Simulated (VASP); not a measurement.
# LiH (Pm-3m) in VASP: further runs

LiH is run at these levels: r2SCAN, PBE, HSE06, PBE0; tasks: single point.

All numbers are computed with VASP 6.6.1; they aren't measurements. Logs are shortened: lines on timing, memory, paths and dates and some standing lists are left out, and cuts for length are marked.

### 1 The cell of the first run

It takes space group Pm-3m (No. 221, cubic). The conventional cell has a = 2.502 Å, b = 2.502 Å, c = 2.502 Å, α = 90.00°, β = 90.00°, γ = 90.00°. Li (site symmetry m-3m) has 8 H at 2.17 Å and 6 Li at 2.50 Å within 2.9 Å. Within 2.9 Å of H (site symmetry m-3m) lie 8 Li at 2.17 Å and 6 H at 2.50 Å.

### 2 Single point, r2SCAN

Contents of POSCAR:

```
LiH
1.0
    2.5016587117      0.0000000000      0.0000000000
    0.0000000000      2.5016587117      0.0000000000
    0.0000000000      0.0000000000      2.5016587117
Li H
1 1
Direct
    0.0000000000      0.0000000000      0.0000000000
    0.5000000000      0.5000000000      0.5000000000
```

Contents of INCAR.step1:

```
SYSTEM = LiH
ALGO = Normal ; EDIFF = 1E-4
ENCUT = 520 ; GGA = PE
ISMEAR = 0 ; LASPH = .TRUE.
LCHARG = .FALSE. ; LREAL = .FALSE.
LWAVE = .TRUE. ; NBANDS = 9
NELM = 80 ; PREC = Accurate
SIGMA = 0.01
```

Contents of INCAR.step2:

```
SYSTEM = LiH
ALGO = Normal ; EDIFF = 1E-6
ENCUT = 520 ; ISIF = 2
ISMEAR = 0 ; ISTART = 1
LASPH = .TRUE. ; LCHARG = .FALSE.
LMIXTAU = .TRUE. ; LREAL = .FALSE.
LWAVE = .FALSE. ; METAGGA = R2SCAN
NBANDS = 9 ; NELM = 80
PREC = Accurate ; SIGMA = 0.01
```

Contents of KPOINTS:

```
k-points
0
G
  6 6 6
  0 0 0
```

Potentials or basis: VASP PAW PBE potentials, release 64 (Li_sv, H).

Command:

```bash
cat potpaw_PBE.64/Li_sv/POTCAR potpaw_PBE.64/H/POTCAR > POTCAR
cp INCAR.step1 INCAR
mpirun -np 1 vasp_std > vasp.out
cp INCAR.step2 INCAR
mpirun -np 1 vasp_std > vasp.out
```

OUTCAR:

```text
SYSTEM = LiH
   EDIFF = 1E-6
   ENCUT = 520
   ISIF = 2
   ISMEAR = 0
   ISTART = 1
   LASPH = .TRUE.
   LREAL = .FALSE.
   METAGGA = R2SCAN
   NELM = 80
   PREC = Accurate

 ion  position               nearest neighbor table
   1  0.000  0.000  0.000-
   2  0.500  0.500  0.500-

  LATTYP: Found a simple cubic cell.
 ALAT       =     2.5016587117

  Lattice vectors:

 A1 = (   2.5016587117,   0.0000000000,   0.0000000000)
 A2 = (   0.0000000000,   2.5016587117,   0.0000000000)
 A3 = (   0.0000000000,   0.0000000000,   2.5016587117)

Analysis of symmetry for initial positions (statically):
=====================================================================
 Subroutine PRICEL returns:
 Original cell was already a primitive cell.

 Routine SETGRP: Setting up the symmetry group for a
 simple cubic supercell.

 Subroutine GETGRP returns: Found 48 space group operations
 (whereof 48 operations were pure point group operations)
 out of a pool of 48 trial point group operations.

The static configuration has the point symmetry O_h .

Analysis of symmetry for dynamics (positions and initial velocities):
=====================================================================
 Subroutine PRICEL returns:
 Original cell was already a primitive cell.

 Routine SETGRP: Setting up the symmetry group for a
 simple cubic supercell.

 Subroutine GETGRP returns: Found 48 space group operations
 (whereof 48 operations were pure point group operations)
 out of a pool of 48 trial point group operations.

The dynamic configuration has the point symmetry O_h .

 Subroutine INISYM returns: Found 48 space group operations
 (whereof 48 operations are pure point group operations),
 and found     1 'primitive' translations

----------------------------------------------------------------------------------------

                                     Primitive cell

  volume of cell :      15.6561

  direct lattice vectors                    reciprocal lattice vectors
     2.501658712  0.000000000  0.000000000     0.399734782  0.000000000  0.000000000
     0.000000000  2.501658712  0.000000000     0.000000000  0.399734782  0.000000000
     0.000000000  0.000000000  2.501658712     0.000000000  0.000000000  0.399734782

  length of vectors
     2.501658712  2.501658712  2.501658712     0.399734782  0.399734782  0.399734782

  position of ions in fractional coordinates (direct lattice)
     0.000000000  0.000000000  0.000000000
     0.500000000  0.500000000  0.500000000

  ion indices of the primitive-cell ions
   primitive index   ion index
                 1           1
                 2           2

----------------------------------------------------------------------------------------

 KPOINTS: k-points

Automatic generation of k-mesh.
 Grid dimensions read from file:
 generate k-points for:    6    6    6

 Generating k-lattice:

  Cartesian coordinates                     Fractional coordinates (reciprocal lattice)
     0.066622464  0.000000000  0.000000000     0.166666667  0.000000000  0.000000000
     0.000000000  0.066622464  0.000000000     0.000000000  0.166666667  0.000000000
     0.000000000  0.000000000  0.066622464     0.000000000  0.000000000  0.166666667

  Length of vectors
     0.066622464  0.066622464  0.066622464

  Shift w.r.t. Gamma in fractional coordinates (k-lattice)
     0.000000000  0.000000000  0.000000000

 Subroutine IBZKPT returns following result:
 ===========================================

 Found     20 irreducible k-points:

 Following reciprocal coordinates:
            Coordinates               Weight
  0.000000  0.000000  0.000000      1.000000
  0.166667  0.000000  0.000000      6.000000
  0.333333  0.000000  0.000000      6.000000
  0.500000  0.000000  0.000000      3.000000
  0.166667  0.166667  0.000000     12.000000
  0.333333  0.166667  0.000000     24.000000
[... 12 lines left out ...]
  0.500000  0.500000  0.333333      6.000000
  0.500000  0.500000  0.500000      1.000000
   k-points           NKPTS =     20   k-points in BZ     NKDIM =     20   number of bands    NBANDS=      9
   number of dos      NEDOS =    301   number of ions     NIONS =      2
   total plane-waves  NPLWV =   8000
   dimension x,y,z NGX =    20 NGY =   20 NGZ =   20
   dimension x,y,z NGXF=    40 NGYF=   40 NGZF=   40
   ions per type =               1   1
   NGX,Y,Z   is equivalent  to a cutoff of  13.29, 13.29, 13.29 a.u.
   NGXF,Y,Z  is equivalent  to a cutoff of  26.58, 26.58, 26.58 a.u.
 SYSTEM =  LiH
   PREC   = accura    normal or accurate (medium, high low for compatibility)
   ISTART =      1    job   : 0-new  1-cont  2-samecut
   ICHARG =      0    charge: 1-file 2-atom 10-const
   ISPIN  =      1    spin polarized calculation?
   LNONCOLLINEAR =      F non collinear calculations
   LSORBIT =      F    spin-orbit coupling
   LASPH  =      T    aspherical Exc in radial PAW
   ENCUT  =  520.0 eV  38.22 Ry    6.18 a.u.   4.65  4.65  4.65*2*pi/ulx,y,z
[... 25 lines left out ...]
   LORBIT       =      0    0 simple, 1 ext, 2 COOP (PROOUT), +10 PAW based schemes
   METAGGA = R2SCAN    functional components
   LHFCALC =     F    Hartree Fock is set to
   AEXX    =    0.0000 exact exchange contribution
   IVDW    =     0    specifies the selected vdW correction
   LEPSILON=     F    determine dielectric tensor
   LRPA    =     F    only Hartree local field effects (RPA)
 non-spin polarized calculation
 Gauss-broadening in eV      SIGMA  =   0.01
  energy-cutoff  :      520.00
  volume of cell :       15.66
 maximum number of plane-waves:       437
 NGX is ok and might be reduce to    20
   NGX =  9   NGY =  9   NGZ =  9

 number of electron       4.0000012 magnetization

 Free energy of the ion-electron system (eV)
  ---------------------------------------------------
  ext. energy  EPLUGINS =         0.00000000
  ---------------------------------------------------
  free energy    TOTEN  =        -6.33185881 eV

  energy without entropy =       -6.33185881  energy(sigma->0) =       -6.33185881

 E-fermi :   3.7380     XC(G=0):  -9.0205

 val. band max:        3.4884405419   @ k =   0.5000   0.5000   0.5000
 cond. band min:       4.7816214571   @ k =   0.5000   0.0000   0.0000
 fundamental gap:      1.2931809153
 Fermi energy:         3.7380192408

 k-point     1 :       0.0000    0.0000    0.0000
  band No.  band energies     occupation
      1     -46.3276      2.00000
      2      -5.6321      2.00000
      3      16.5153      0.00000
      4      16.5153      0.00000
      5      16.5153      0.00000
      6      17.5612      0.00000
      7      19.5556      0.00000
      8      19.5556      0.00000
      9      37.7530      0.00000

 k-point     2 :       0.1667    0.0000    0.0000
  band No.  band energies     occupation
      1     -46.3150      2.00000
      2      -5.2072      2.00000
      3      11.3176      0.00000
      4      17.1852      0.00000
      5      17.1852      0.00000
      6      17.3761      0.00000
      7      20.2469      0.00000
      8      25.9626      0.00000
      9      33.4652      0.00000

 k-point     3 :       0.3333    0.0000    0.0000
  band No.  band energies     occupation
      1     -46.2898      2.00000
      2      -4.1293      2.00000
      3       6.7155      0.00000
      4      16.5914      0.00000
      5      19.1567      0.00000
      6      19.1567      0.00000
      7      22.3105      0.00000
      8      27.7350      0.00000
      9      27.7350      0.00000

 k-point     4 :       0.5000    0.0000    0.0000
  band No.  band energies     occupation
      1     -46.2772      2.00000
      2      -3.3735      2.00000
      3       4.7816      0.00000
      4      16.2084      0.00000
      5      21.4778      0.00000
      6      21.4778      0.00000
      7      24.1027      0.00000
      8      24.1027      0.00000
      9      25.2023      0.00000
[... 157 lines left out ...]
 k-point    18 :       0.5000    0.3333    0.3333
  band No.  band energies     occupation
      1     -46.2126      2.00000
      2       1.1841      2.00000
      3       7.2112      0.00000
      4       9.4331      0.00000
      5      12.3312      0.00000
      6      13.9746      0.00000
      7      18.8043      0.00000
      8      20.4429      0.00000
      9      26.9201      0.00000

 k-point    19 :       0.5000    0.5000    0.3333
  band No.  band energies     occupation
      1     -46.2022      2.00000
      2       2.5097      2.00000
      3       8.2361      0.00000
      4       8.2361      0.00000
      5      11.5940      0.00000
      6      14.8855      0.00000
      7      16.7001      0.00000
      8      16.7001      0.00000
      9      27.1033      0.00000

 k-point    20 :       0.5000    0.5000    0.5000
  band No.  band energies     occupation
      1     -46.1920      2.00000
      2       3.4884      2.00000
      3      10.9836      0.00000
      4      10.9836      0.00000
      5      10.9836      0.00000
      6      12.5735      0.00000
      7      12.5735      0.00000
      8      12.5735      0.00000
      9      27.5095      0.00000

------------------------ aborting loop because EDIFF is reached ----------------------------------------

  FORCE on cell =-STRESS in cart. coord.  units (eV):
  Direction    XX          YY          ZZ          XY          YZ          ZX
  --------------------------------------------------------------------------------------
  -------------------------------------------------------------------------------------
  Total       -0.0342001     -0.0342001     -0.0342001      0.0000000      0.0000000     -0.0000000
  in kB       -3.4998888     -3.4998888     -3.4998888      0.0000000      0.0000000     -0.0000000
  external PRESSURE =      -3.4998888 kB  Pullay stress =       0.0000000 kB

 VOLUME and BASIS-vectors are now :
 -----------------------------------------------------------------------------
  energy-cutoff  :      520.00
  volume of cell :       15.66
      direct lattice vectors                 reciprocal lattice vectors
     2.501658712  0.000000000  0.000000000     0.399734782  0.000000000  0.000000000
     0.000000000  2.501658712  0.000000000     0.000000000  0.399734782  0.000000000
     0.000000000  0.000000000  2.501658712     0.000000000  0.000000000  0.399734782

 POSITION                                       TOTAL-FORCE (eV/Angst)
 -----------------------------------------------------------------------------------
      0.00000      0.00000      0.00000         0.000000      0.000000      0.000000
      1.25083      1.25083      1.25083         0.000000      0.000000      0.000000
 -----------------------------------------------------------------------------------
    total drift:                                0.000000      0.000000      0.000000

  FREE ENERGIE OF THE ION-ELECTRON SYSTEM (eV)
  ---------------------------------------------------
  free  energy   TOTEN  =        -6.3318588056 eV

  energy  without entropy=       -6.3318588056  energy(sigma->0) =       -6.33185881
```

It took 9.7 s on 1 thread of Intel Xeon Platinum 8559C (Emerald Rapids), shared host; peak memory 0.11 GiB.

What came out:

```
Free energy            : -6.3319 eV
Band gap on the k mesh : 1.29 eV, indirect (least direct gap 4.88 eV)
```

Levels at points of the mesh, in eV from the valence-band top:
| k point | band 1 | band 2 | band 3 | band 4 | band 5 | band 6 |
| --- | --- | --- | --- | --- | --- | --- |
| (0.00, 0.00, 0.00) | -49.82 | -9.12 | 13.03 | 13.03 | 13.03 | 14.07 |
| (0.50, 0.00, 0.00) | -49.77 | -6.86 | 1.29 | 12.72 | 17.99 | 17.99 |
| (0.50, 0.50, 0.00) | -49.72 | -2.87 | 2.01 | 2.01 | 10.45 | 21.74 |
| (0.50, 0.50, 0.50) | -49.68 | 0.00 | 7.50 | 7.50 | 7.50 | 9.09 |

Caveat: the cutoff is under 1.25 times the usual one of these potentials, so pressure, stress and relaxed cells hold a basis-set (Pulay) error; the PAW data sets were made with another functional, which shifts forces and pressure a little. A k mesh can miss the band edges.

### 3 Single point, PBE

Contents of INCAR:

```
SYSTEM = LiH
PREC     = Accurate       ! precision mode
ENCUT    = 520            ! plane-wave cutoff, eV
EDIFF    = 1E-6           ! SCF threshold, eV
ISMEAR   = 0              ! smearing method
SIGMA    = 0.01           ! smearing width, eV
LREAL    = .False.        ! projectors in reciprocal space
LASPH    = .True.         ! aspherical terms in the spheres
NELM     = 80             ! most SCF steps
ALGO     = Normal         ! electronic algorithm
ISIF     = 2              ! what is computed and relaxed
LWAVE    = .False.        ! write WAVECAR
LCHARG   = .True.         ! write CHGCAR
GGA      = PE             ! functional
LELF     = .True.         ! ELF
LVHAR    = .True.       
NBANDS   = 9              ! bands
```

Contents of KPOINTS:

```
Automatic mesh
0
Gamma
  10 10 10
  0 0 0
```

POSCAR is that of step 2.

Potentials or basis: VASP PAW PBE potentials, release 64 (Li_sv, H).

Command:

```bash
cat potpaw_PBE.64/Li_sv/POTCAR potpaw_PBE.64/H/POTCAR > POTCAR
mpirun -np 1 vasp_std > vasp.out
```

Wall time 4 s (1 thread of Intel Xeon Platinum 8559C (Emerald Rapids), shared host); peak memory 0.12 GiB.

It converged, with:

| Item | Value |
| --- | --- |
| Free energy | -5.6597 eV |
| Band gap on the k mesh | 0.73 eV, indirect (least direct gap 4.21 eV) |

Levels at points of the mesh, in eV from the valence-band top:
| k point | band 1 | band 2 | band 3 | band 4 | band 5 |
| --- | --- | --- | --- | --- | --- |
| (0.00, 0.00, 0.00) | -48.12 | -8.83 | 11.97 | 11.97 | 11.97 |
| (0.50, 0.00, 0.00) | -48.07 | -6.59 | 0.73 | 11.43 | 16.26 |
| (0.50, 0.50, 0.00) | -48.02 | -2.67 | 1.54 | 1.54 | 9.12 |
| (0.50, 0.50, 0.50) | -47.98 | 0.00 | 6.42 | 6.42 | 6.42 |

Caveat: the cutoff is under 1.25 times the usual one of these potentials, so pressure, stress and relaxed cells hold a basis-set (Pulay) error. Expect the measured gap to be larger: semilocal functionals such as PBE lack the derivative discontinuity.

### 4 Single point, HSE06

POSCAR is that of step 3.

Contents of INCAR.step1:

```
SYSTEM = LiH
ALGO = Normal
EDIFF = 1E-5
ENCUT = 520
GGA = PE
ISIF = 2
ISMEAR = 0
LASPH = .True.
LCHARG = .False.
LREAL = .False.
LWAVE = .True.
NBANDS = 9
NELM = 60
PREC = Accurate
SIGMA = 0.01
```

Contents of INCAR.step2:

```
SYSTEM = LiH
ALGO = Normal
EDIFF = 1E-7
ENCUT = 520
GGA = PE
HFSCREEN = 0.2079
ISIF = 2
ISMEAR = 0
ISTART = 1
LASPH = .True.
LCHARG = .False.
LHFCALC = .True.
LREAL = .False.
LWAVE = .False.
NBANDS = 9
NELM = 60
PREC = Accurate
PRECFOCK = Normal
SIGMA = 0.01
```

Contents of KPOINTS:

```
k-points
0
Gamma
  6 6 6
  0 0 0
```

Command:

```bash
cat potpaw_PBE.64/Li_sv/POTCAR potpaw_PBE.64/H/POTCAR > POTCAR
cp INCAR.step1 INCAR
mpirun -np 1 vasp_std > vasp.out
cp INCAR.step2 INCAR
mpirun -np 1 vasp_std > vasp.out
```

It took 27 s on 1 thread of Intel Xeon Platinum 8559C (Emerald Rapids), shared host; peak memory 0.22 GiB.

Results (log left out):

```yaml
Free_energy: -6.2946 eV
Band_gap_on_the_k_mesh: 1.43 eV, indirect (least direct gap 5.27 eV)
```

Levels at points of the mesh, in eV from the valence-band top:
```
           k point  band 1  band 2  band 3  band 4  band 5  band 6
(0.00, 0.00, 0.00)  -51.47   -9.79   13.14   13.14   13.14   14.11
(0.50, 0.00, 0.00)  -51.42   -7.24    1.43   12.82   17.49   17.49
(0.50, 0.50, 0.00)  -51.37   -2.95    2.31    2.31   10.19   20.75
(0.50, 0.50, 0.50)  -51.33    0.00    7.45    7.45    7.45    9.72
```

Caveat: the cutoff is under 1.25 times the usual one of these potentials, so pressure, stress and relaxed cells hold a basis-set (Pulay) error; the PAW data sets were made with another functional, which shifts forces and pressure a little. A k mesh can miss the band edges.

### 5 Single point, PBE0

POSCAR is that of step 4.

Contents of INCAR.step1:

```
SYSTEM = LiH
PREC     = Accurate       ! precision mode
ENCUT    = 520            ! plane-wave cutoff, eV
EDIFF    = 1E-5           ! SCF threshold, eV
ISMEAR   = 0              ! smearing method
SIGMA    = 0.01           ! smearing width, eV
LREAL    = .False.        ! projectors in reciprocal space
LASPH    = .True.         ! aspherical terms in the spheres
NELM     = 100            ! most SCF steps
ALGO     = Normal         ! electronic algorithm
ISIF     = 2              ! what is computed and relaxed
LWAVE    = .True.         ! write WAVECAR
LCHARG   = .False.        ! write CHGCAR
NBANDS   = 9              ! bands
GGA      = PE             ! functional
```

Contents of INCAR.step2:

```
SYSTEM = LiH
PREC     = Accurate       ! precision mode
ENCUT    = 520            ! plane-wave cutoff, eV
EDIFF    = 1E-6           ! SCF threshold, eV
ISMEAR   = 0              ! smearing method
SIGMA    = 0.01           ! smearing width, eV
LREAL    = .False.        ! projectors in reciprocal space
LASPH    = .True.         ! aspherical terms in the spheres
NELM     = 100            ! most SCF steps
ALGO     = Normal         ! electronic algorithm
ISIF     = 2              ! what is computed and relaxed
LWAVE    = .False.        ! write WAVECAR
LCHARG   = .False.        ! write CHGCAR
GGA      = PE             ! functional
LHFCALC  = .True.         ! exact exchange
AEXX     = 0.25           ! exact-exchange fraction
PRECFOCK = Normal       
NBANDS   = 9              ! bands
ISTART   = 1
```

Contents of KPOINTS:

```
Automatic mesh
0
Gamma
  6 6 6
  0 0 0
```

Command:

```bash
cat potpaw_PBE.64/Li_sv/POTCAR potpaw_PBE.64/H/POTCAR > POTCAR
cp INCAR.step1 INCAR
mpirun -np 1 vasp_std > vasp.out
cp INCAR.step2 INCAR
mpirun -np 1 vasp_std > vasp.out
```

Run time: 23 s. Hardware: 1 thread of Intel Xeon Platinum 8559C (Emerald Rapids), shared host; peak memory 0.12 GiB.

Results (log left out):

| Item | Value |
| --- | --- |
| Free energy | -6.6481 eV |
| Band gap on the k mesh | 2.18 eV, indirect (least direct gap 6.01 eV) |

Levels at points of the mesh, in eV from the valence-band top:
| k point | band 1 | band 2 | band 3 | band 4 | band 5 | band 6 | band 7 |
| --- | --- | --- | --- | --- | --- | --- | --- |
| (0.00, 0.00, 0.00) | -51.52 | -9.85 | 13.92 | 13.92 | 13.92 | 14.88 | 16.95 |
| (0.50, 0.00, 0.00) | -51.46 | -7.28 | 2.18 | 13.59 | 18.28 | 18.28 | 21.92 |
| (0.50, 0.50, 0.00) | -51.42 | -2.95 | 3.06 | 3.06 | 10.95 | 21.54 | 23.09 |
| (0.50, 0.50, 0.50) | -51.37 | 0.00 | 8.21 | 8.21 | 8.21 | 10.49 | 10.49 |

Caveat: the cutoff is under 1.25 times the usual one of these potentials, so pressure, stress and relaxed cells hold a basis-set (Pulay) error; the PAW data sets were made with another functional, which shifts forces and pressure a little. A k mesh can miss the band edges.

### 6 Overview

| level | k mesh | grid for exact exchange (PRECFOCK) | screening parameter | gap on the mesh (eV) |
| --- | --- | --- | --- | --- |
| r2SCAN | 6 × 6 × 6 | - | - | 1.29 |
| PBE | 10 × 10 × 10 | - | - | 0.73 |
| HSE06 | 6 × 6 × 6 | Normal | 0.2079 1/Å | 1.43 |
| PBE0 | 6 × 6 × 6 | Normal | - | 2.18 |

Alike in all rows: task single point; potentials or basis VASP PAW PBE potentials, release 64 (Li_sv, H); no spin polarisation; cell as given; cutoff (eV) 520; smearing gaussian 0.01 eV.

On the cell as given the gap runs from 0.73 eV (PBE) to 2.18 eV (PBE0); the meshes differ, which moves gaps too.

Caveats: the cutoff is under 1.25 times the usual one of these potentials, so pressure, stress and relaxed cells hold a basis-set (Pulay) error; the PAW data sets were made with another functional, which shifts forces and pressure a little (some runs).

Total energies depend on the potentials used, so only differences within one code and one set of settings carry meaning.
